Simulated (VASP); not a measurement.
# Cu (I4/mmm) in VASP: further runs

Runs on Cu. Level: PBEsol. Tasks: single point.

Everything below comes from runs of VASP 6.6.1. Logs are shortened: lines on timing, memory, paths and dates and some standing lists are left out, and cuts for length are marked.

## 1. The cell of the first run

The structure is tetragonal, space group I4/mmm (No. 139). Conventional cell: a = 2.595 Å, b = 2.595 Å, c = 3.561 Å, α = 90.00°, β = 90.00°, γ = 90.00°. Cu (site symmetry 4/mmm) has 12 Cu at 2.56 to 2.59 Å within 3.4 Å.

## 2. Single point, PBEsol (strain +0.015 along x and y, -0.015 along z)

Contents of INCAR:

```
PREC     = Accurate       # precision mode
ENCUT    = 520            # plane-wave cutoff, eV
EDIFF    = 1E-7           # SCF threshold, eV
ISMEAR   = 0              # smearing method
SIGMA    = 0.15           # smearing width, eV
LREAL    = F              # projectors in reciprocal space
LASPH    = T              # aspherical terms in the spheres
NELM     = 100            # most SCF steps
ALGO     = Normal         # electronic algorithm
ISIF     = 2              # what is computed and relaxed
LWAVE    = F              # write WAVECAR
LCHARG   = F              # write CHGCAR
GGA      = PS             # functional
NBANDS   = 12             # bands
```

Contents of KPOINTS:

```
Automatic mesh
0
Gamma
  22 22 22
```

Contents of POSCAR:

```
Cu
1.0
    0.0000000000      1.8346125000      1.7803875000
    1.8346125000      0.0000000000      1.7803875000
    1.8346125000      1.8346125000      0.0000000000
Cu
1
Direct
    0.0000000000      0.0000000000      0.0000000000
```

Potentials or basis: VASP PAW PBE potentials, release 64 (Cu).

Run with:

```
$ cat potpaw_PBE.64/Cu/POTCAR > POTCAR
$ mpirun -np 1 vasp_std > vasp.out
```

OUTCAR:

```text
PREC = Accurate
   ENCUT = 520
   EDIFF = 1E-7
   ISMEAR = 0
   LREAL = F
   LASPH = T
   NELM = 100
   ISIF = 2
   GGA = PS

 ion  position               nearest neighbor table
   1  0.000  0.000  0.000-

  LATTYP: Found a body centered tetragonal cell.
 ALAT       =     2.5945338792
 C/A-ratio  =     1.3724141467

  Lattice vectors:

 A1 = (   0.0000000000,  -1.8346125000,  -1.7803875000)
 A2 = (   0.0000000000,   1.8346125000,  -1.7803875000)
 A3 = (   1.8346125000,   0.0000000000,   1.7803875000)

Analysis of symmetry for initial positions (statically):
=====================================================================
 Subroutine PRICEL returns:
 Original cell was already a primitive cell.

 Routine SETGRP: Setting up the symmetry group for a
 body centered tetragonal supercell.

 Subroutine GETGRP returns: Found 16 space group operations
 (whereof 16 operations were pure point group operations)
 out of a pool of 16 trial point group operations.

The static configuration has the point symmetry D_4h.

Analysis of symmetry for dynamics (positions and initial velocities):
=====================================================================
 Subroutine PRICEL returns:
 Original cell was already a primitive cell.

 Routine SETGRP: Setting up the symmetry group for a
 body centered tetragonal supercell.

 Subroutine GETGRP returns: Found 16 space group operations
 (whereof 16 operations were pure point group operations)
 out of a pool of 16 trial point group operations.

The dynamic configuration has the point symmetry D_4h.

 Subroutine INISYM returns: Found 16 space group operations
 (whereof 16 operations are pure point group operations),
 and found     1 'primitive' translations

----------------------------------------------------------------------------------------

                                     Primitive cell

  volume of cell :      11.9849

  direct lattice vectors                    reciprocal lattice vectors
     0.000000000  1.834612500  1.780387500    -0.272537116  0.272537116  0.280837739
     1.834612500  0.000000000  1.780387500     0.272537116 -0.272537116  0.280837739
     1.834612500  1.834612500  0.000000000     0.272537116  0.272537116 -0.280837739

  length of vectors
     2.556478569  2.556478569  2.594533879     0.476888661  0.476888661  0.476888661

  position of ions in fractional coordinates (direct lattice)
     0.000000000  0.000000000  0.000000000

  ion indices of the primitive-cell ions
   primitive index   ion index
                 1           1

----------------------------------------------------------------------------------------

 KPOINTS: Automatic mesh

Automatic generation of k-mesh.
 Grid dimensions read from file:
 generate k-points for:   22   22   22

 Generating k-lattice:

  Cartesian coordinates                     Fractional coordinates (reciprocal lattice)
    -0.012388051  0.012388051  0.012765352     0.045454545  0.000000000  0.000000000
     0.012388051 -0.012388051  0.012765352     0.000000000  0.045454545  0.000000000
     0.012388051  0.012388051 -0.012765352    -0.000000000 -0.000000000  0.045454545

  Length of vectors
     0.021676757  0.021676757  0.021676757

  Shift w.r.t. Gamma in fractional coordinates (k-lattice)
     0.000000000  0.000000000  0.000000000

 Subroutine IBZKPT returns following result:
 ===========================================

 Found    834 irreducible k-points:

 Following reciprocal coordinates:
            Coordinates               Weight
  0.000000  0.000000  0.000000      1.000000
  0.045455 -0.000000  0.000000      8.000000
  0.090909 -0.000000  0.000000      8.000000
  0.136364  0.000000  0.000000      8.000000
  0.181818  0.000000  0.000000      8.000000
  0.227273  0.000000  0.000000      8.000000
[... 16 lines left out ...]
  0.500000  0.045455  0.000000      8.000000
 -0.454545  0.045455  0.000000      8.000000
 [... further k-points ...]
   k-points           NKPTS =    834   k-points in BZ     NKDIM =    834   number of bands    NBANDS=     12
   number of dos      NEDOS =    301   number of ions     NIONS =      1
   total plane-waves  NPLWV =   8000
   dimension x,y,z NGX =    20 NGY =   20 NGZ =   20
   dimension x,y,z NGXF=    40 NGYF=   40 NGZF=   40
   ions per type =               1
   NGX,Y,Z   is equivalent  to a cutoff of  13.01, 13.01, 12.82 a.u.
   NGXF,Y,Z  is equivalent  to a cutoff of  26.01, 26.01, 25.63 a.u.
 SYSTEM =  unknown system
   PREC   = accura    normal or accurate (medium, high low for compatibility)
   ISTART =      0    job   : 0-new  1-cont  2-samecut
   ICHARG =      2    charge: 1-file 2-atom 10-const
   ISPIN  =      1    spin polarized calculation?
   LNONCOLLINEAR =      F non collinear calculations
   LSORBIT =      F    spin-orbit coupling
   LASPH  =      T    aspherical Exc in radial PAW
   ENCUT  =  520.0 eV  38.22 Ry    6.18 a.u.   4.75  4.75  4.82*2*pi/ulx,y,z
   NELM   =    100;   NELMIN=  2; NELMDL= -5     # of ELM steps
   EDIFF  = 0.1E-06   stopping-criterion for ELM
   LREAL  =      F    real-space projection
   EDIFFG = 0.1E-05   stopping-criterion for IOM
   NSW    =      0    number of steps for IOM
   IBRION =     -1    ionic relax: 0-MD 1-quasi-New 2-CG
   NFREE  =      0    steps in history (QN), initial steepest desc. (CG)
   ISIF   =      2    stress and relaxation
   ISYM   =      2    0-nonsym 1-usesym 2-fastsym
   POTIM  = 0.5000    time-step for ionic-motion
   TEBEG  =    0.0;   TEEND  =   0.0 temperature during run
   PSTRESS=    0.0 pullay stress
   NELECT =      11.0000    total number of electrons
   NUPDOWN=      -1.0000    fix difference up-down
   EMIN   =  10.00;   EMAX   =-10.00  energy-range for DOS
   EFERMI =   0.00;   METHOD = LEGACY
   ISMEAR =     0;   SIGMA  =   0.15  broadening in eV -4-tet -1-fermi 0-gaus
   EFERMI_NEDOS =   21; number of points for ismear=-14 and -15
   IALGO  =     38    algorithm
   IMIX   =      4    mixing-type and parameters
     AMIX     =   0.40;   BMIX     =  1.00
     AMIX_MAG =   1.60;   BMIX_MAG =  1.00
  volume/ion in A,a.u.               =      11.98        80.88
  Fermi-wavevector in a.u.,A,eV,Ry     =   1.590968  3.006493 34.438763  2.531178
  Thomas-Fermi vector in A             =   2.689581
   LORBIT       =      0    0 simple, 1 ext, 2 COOP (PROOUT), +10 PAW based schemes
   GGA     = PS    functional components
   LHFCALC =     F    Hartree Fock is set to
   AEXX    =    0.0000 exact exchange contribution
   IVDW    =     0    specifies the selected vdW correction
   LEPSILON=     F    determine dielectric tensor
   LRPA    =     F    only Hartree local field effects (RPA)
 non-spin polarized calculation
 Gauss-broadening in eV      SIGMA  =   0.15
  energy-cutoff  :      520.00
  volume of cell :       11.98
 maximum number of plane-waves:       334
   NGX =  9   NGY =  9   NGZ =  9

 number of electron      11.0000001 magnetization

 Free energy of the ion-electron system (eV)
  ---------------------------------------------------
  ext. energy  EPLUGINS =         0.00000000
  ---------------------------------------------------
  free energy    TOTEN  =        -4.29457274 eV

  energy without entropy =       -4.29175211  energy(sigma->0) =       -4.29316243

 E-fermi :   7.2053     XC(G=0): -12.8223

 val. band max:        7.2045657320   @ k =   0.4091   0.4091   0.0000
 cond. band min:       7.2070114283   @ k =  -0.1364   0.3636   0.2273
 fundamental gap:      0.0024456963
 Fermi energy:         7.2053334932

 k-point     1 :       0.0000    0.0000    0.0000
  band No.  band energies     occupation
      1      -2.0565      2.00000
      2       4.1946      2.00000
      3       4.1946      2.00000
      4       4.3336      2.00000
      5       4.9801      2.00000
      6       5.1198      2.00000
      7      29.7027      0.00000
      8      32.1607      0.00000
      9      32.1607      0.00000
     10      32.2664      0.00000
     11      34.6144      0.00000
     12      34.6918      0.00000

 k-point     2 :       0.0455   -0.0000    0.0000
  band No.  band energies     occupation
      1      -1.9818      2.00000
      2       4.1887      2.00000
      3       4.2089      2.00000
      4       4.3377      2.00000
      5       4.9756      2.00000
      6       5.1130      2.00000
      7      29.2930      0.00000
      8      31.1104      0.00000
      9      31.8897      0.00000
     10      31.9834      0.00000
     11      35.0003      0.00000
     12      35.0643      0.00000

 k-point     3 :       0.0909   -0.0000    0.0000
  band No.  band energies     occupation
      1      -1.7595      2.00000
      2       4.1608      2.00000
      3       4.2476      2.00000
      4       4.3599      2.00000
      5       4.9659      2.00000
      6       5.0957      2.00000
      7      27.5590      0.00000
      8      30.4472      0.00000
      9      31.3370      0.00000
     10      31.4832      0.00000
     11      35.8280      0.00000
     12      35.8932      0.00000

 k-point     4 :       0.1364    0.0000    0.0000
  band No.  band energies     occupation
      1      -1.3948      2.00000
      2       4.1067      2.00000
      3       4.2970      2.00000
      4       4.4025      2.00000
      5       4.9637      2.00000
      6       5.0781      2.00000
      7      25.2568      0.00000
      8      30.2109      0.00000
      9      30.7550      0.00000
     10      30.9847      0.00000
     11      36.4452      0.00000
     12      36.6975      0.00000

 k-point     5 :       0.1818    0.0000    0.0000
  band No.  band energies     occupation
      1      -0.8980      2.00000
      2       4.0428      2.00000
      3       4.3348      2.00000
      4       4.4452      2.00000
      5       4.9896      2.00000
      6       5.0782      2.00000
      7      22.9126      0.00000
      8      29.9402      0.00000
      9      30.2231      0.00000
     10      30.5798      0.00000
     11      36.2711      0.00000
     12      36.3875      0.00000
[... 228 lines left out ...]
      1       1.9652      2.00000
      2       4.2149      2.00000
      3       4.3077      2.00000
      4       4.7173      2.00000
      5       5.5565      2.00000
      6       5.6593      2.00000
      7      13.2942      0.00000
      8      27.5662      0.00000
      9      27.8141      0.00000
     10      30.0561      0.00000
     11      33.2314      0.00000
     12      33.3593      0.00000

 k-point    22 :       0.4545    0.0455    0.0000
  band No.  band energies     occupation
      1       2.1755      2.00000
      2       4.1810      2.00000
      3       4.2729      2.00000
      4       5.1190      2.00000
      5       5.6199      2.00000
      6       6.0986      2.00000
      7      11.8212      0.00000
      8      27.6645      0.00000
      9      27.7188      0.00000
     10      29.3806      0.00000
     11      32.7830      0.00000
     12      33.1839      0.00000

 k-point    23 :       0.5000    0.0455    0.0000
  band No.  band energies     occupation
      1       2.2493      2.00000
      2       4.1634      2.00000
      3       4.2564      2.00000
      4       5.2874      2.00000
      5       5.6374      2.00000
      6       6.5408      2.00000
      7      10.9639      0.00000
      8      27.7116      0.00000
      9      27.9081      0.00000
     10      28.8330      0.00000
     11      32.3496      0.00000
     12      33.2769      0.00000

 k-point    24 :      -0.4545    0.0455    0.0000
  band No.  band energies     occupation
      1       2.2321      2.00000
      2       4.1648      2.00000
      3       4.2602      2.00000
      4       5.2796      2.00000
      5       5.6057      2.00000
      6       6.4106      2.00000
      7      11.1907      0.00000
      8      27.7562      0.00000
      9      28.2963      0.00000
     10      28.4776      0.00000
     11      32.0622      0.00000
     12      33.4843      0.00000

 [... further k-points ...]

------------------------ aborting loop because EDIFF is reached ----------------------------------------

  FORCE on cell =-STRESS in cart. coord.  units (eV):
  Direction    XX          YY          ZZ          XY          YZ          ZX
  --------------------------------------------------------------------------------------
  -------------------------------------------------------------------------------------
  Total       -0.6124326     -0.6124326     -0.4986164      0.0000000      0.0000000      0.0000000
  in kB      -81.8720503    -81.8720503    -66.6567188      0.0000000      0.0000000      0.0000000
  external PRESSURE =     -76.8002731 kB  Pullay stress =       0.0000000 kB

 VOLUME and BASIS-vectors are now :
 -----------------------------------------------------------------------------
  energy-cutoff  :      520.00
  volume of cell :       11.98
      direct lattice vectors                 reciprocal lattice vectors
     0.000000000  1.834612500  1.780387500    -0.272537116  0.272537116  0.280837739
     1.834612500  0.000000000  1.780387500     0.272537116 -0.272537116  0.280837739
     1.834612500  1.834612500  0.000000000     0.272537116  0.272537116 -0.280837739

 POSITION                                       TOTAL-FORCE (eV/Angst)
 -----------------------------------------------------------------------------------
      0.00000      0.00000      0.00000         0.000000      0.000000      0.000000
 -----------------------------------------------------------------------------------
    total drift:                                0.000000      0.000000      0.000000

  FREE ENERGIE OF THE ION-ELECTRON SYSTEM (eV)
  ---------------------------------------------------
  free  energy   TOTEN  =        -4.2945727446 eV

  energy  without entropy=       -4.2917521097  energy(sigma->0) =       -4.29316243
```

Wall time 40 s (1 thread of Intel Xeon 6975P-C (Granite Rapids), shared host); peak memory 0.22 GiB.

What came out:

| Quantity | Value |
| --- | --- |
| Free energy | -4.2946 eV |
| Pressure | -7.7 GPa |

Stress tensor (GPa, compression positive):
```
-8.19  0.00  0.00
 0.00 -8.19  0.00
 0.00  0.00 -6.67
```

Levels at points of the mesh, in eV from the Fermi level:
```
           k point  band 3  band 4  band 5  band 6  band 7  band 8  band 9  band 10
(0.00, 0.00, 0.00)   -3.01   -2.87   -2.23   -2.09   22.50   24.96   24.96    25.06
(0.50, 0.00, 0.00)   -2.92   -1.63   -1.57   -0.98    3.68   20.75   21.32    22.55
(0.50, 0.50, 0.00)   -1.62   -1.45   -1.45    1.92    7.54   12.47   12.47    17.03
(0.50, 0.00, 0.50)   -1.61   -1.51   -1.42    1.28    6.75   13.15   13.21    17.62
```

Caveat: the cell differs from its parent crystal (strain +0.015 along x and y, -0.015 along z); the PAW data sets were made with another functional, which shifts forces and pressure a little.

(Part 1 of 2 ends here.)
